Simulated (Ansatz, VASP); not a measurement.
**One calculation of Sr, two programs**

File POSCAR:

```
Sr
1.0
    4.4824002295      0.0000000000      0.0000000000
   -2.2412001148      3.8818724687      0.0000000000
    0.0000000000      0.0000000000      6.4860000000
Sr
2
Direct
    0.3333333333      0.6666666667      0.2500000000
    0.6666666667      0.3333333333      0.7500000000
```

Contents of INCAR.step1:

```
PREC     = Accurate       # precision mode
ENCUT    = 520            # plane-wave cutoff, eV
ISMEAR   = 0              # smearing method
SIGMA    = 0.15           # smearing width, eV
LREAL    = False          # projectors in reciprocal space
LASPH    = True           # aspherical terms in the spheres
NELM     = 80             # most SCF steps
NBANDS   = 17             # bands
GGA      = PE             # functional
ALGO     = Normal         # electronic algorithm
EDIFF    = 1E-4           # SCF threshold, eV
LWAVE    = True           # write WAVECAR
LCHARG   = False          # write CHGCAR
```

File INCAR.step2:

```
PREC     = Accurate       # precision mode
ENCUT    = 520            # plane-wave cutoff, eV
EDIFF    = 1E-7           # SCF threshold, eV
ISMEAR   = 0              # smearing method
SIGMA    = 0.15           # smearing width, eV
LREAL    = False          # projectors in reciprocal space
LASPH    = True           # aspherical terms in the spheres
NELM     = 80             # most SCF steps
ALGO     = Normal         # electronic algorithm
ISIF     = 2              # what is computed and relaxed
LWAVE    = False          # write WAVECAR
LCHARG   = True           # write CHGCAR
METAGGA  = R2SCAN         # meta-GGA
LMIXTAU  = True         
LELF     = True           # ELF
LVHAR    = True         
NBANDS   = 17             # bands
ISTART   = 1
```

The input KPOINTS:

```
Automatic mesh
0
Gamma
  12 12 8
```

Input for Ansatz:

```yaml
crystal:
  lattice:
    - [4.4824002295, 0.0, 0.0]
    - [-2.2412001148, 3.8818724687, 0.0]
    - [0.0, 0.0, 6.486]
  atoms:
    - { symbol: Sr, position: [0.3333333333, 0.6666666667, 0.25] }
    - { symbol: Sr, position: [0.6666666667, 0.3333333333, 0.75] }
basis:
  ecutwfc: 500
kpoints:
  mp_grid: { grid: [12, 12, 8] }
hamiltonian:
  xc: r2scan
scf:
  occupations: { method: gaussian, width: 0.15 }
output:
  forces: true
  stress: true
  eigenvalues: true
  write_density: true
  write_potential: true
  elf: true
  volumetric_format: npy
```

Change from the starting cell: strain +0.040 along x and y, -0.080 along z, atoms carried along.

Alike in both runs: task single point; functional r2SCAN; k mesh 12 × 12 × 8; occupations gaussian, width 0.15 eV; no spin polarisation.

|  | VASP | Ansatz |
| --- | --- | --- |
| version | VASP 6.6.1 | Ansatz 0.2.0 |
| potentials or method | VASP PAW PBE potentials, release 64 (Sr_sv), cutoff 520 eV | scalar-relativistic, plane waves, PAW |
| valence electrons in the cell | 20 | 20 |

Ansatz gave:

| Property | Result |
| --- | --- |
| gap on the k mesh at the Fermi level (eV) | none |
| pressure (GPa) | 0.3 |
| traceless stress, the component that is largest in VASP (GPa) | 1.56 |

Question: Which values does VASP return?

Answer: gap on the k mesh at the Fermi level (eV): none; pressure (GPa): 0.3; traceless stress, the component that is largest in VASP (GPa): 1.57.

VASP's potentials were made for PBE, not for r2SCAN. A gap of «none» marks a metal or a gap that the smearing closes. The functional is the same, so the differences come from potentials, cutoffs and numerics.
